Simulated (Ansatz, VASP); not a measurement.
## MgB5 in VASP and in Ansatz

```xyz
6
Lattice="4.2838 0.0000 0.0000 -2.1419 3.7099 0.0000 0.0000 0.0000 3.4833" Properties=species:S:1:pos:R:3 pbc="T T T"
Mg    0.0000    0.0000    0.0000
B     2.1419    0.0000    1.7416
B     1.0710    1.8550    1.7416
B    -1.0710    1.8550    1.7416
B     0.0000    2.4733    0.0000
B     2.1419    1.2366    0.0000
```

Change from the starting cell: species swapped into the TbCu5 type (P6/mmm, No. 191).

Alike in both runs: task single point; functional PBE; k mesh 6 × 6 × 6; occupations gaussian, width 0.1 eV; no spin polarisation.

|  | VASP | Ansatz |
| --- | --- | --- |
| version | VASP 6.6.1 | Ansatz 0.2.0 |
| potentials or method | VASP PAW PBE potentials, release 64 (Mg, B), cutoff 520 eV | scalar-relativistic, plane waves, PAW |
| valence electrons in the cell | 17 | 25 |

```csv
,VASP,Ansatz,Ansatz less VASP
gap on the k mesh at the Fermi level (eV),none,none,-
pressure (GPa),-24.6,-24.4,+0.20
"traceless stress, the component that is largest in VASP (GPa)",-16.99,-17.06,-0.066
```

A gap of «none» marks a metal or a gap that the smearing closes. With one functional, cell and mesh, what is left measures potentials, basis and numerics. VASP's potentials hold 17 valence electrons a cell and Ansatz's 25, so a difference there can come from the potentials and not from the codes.
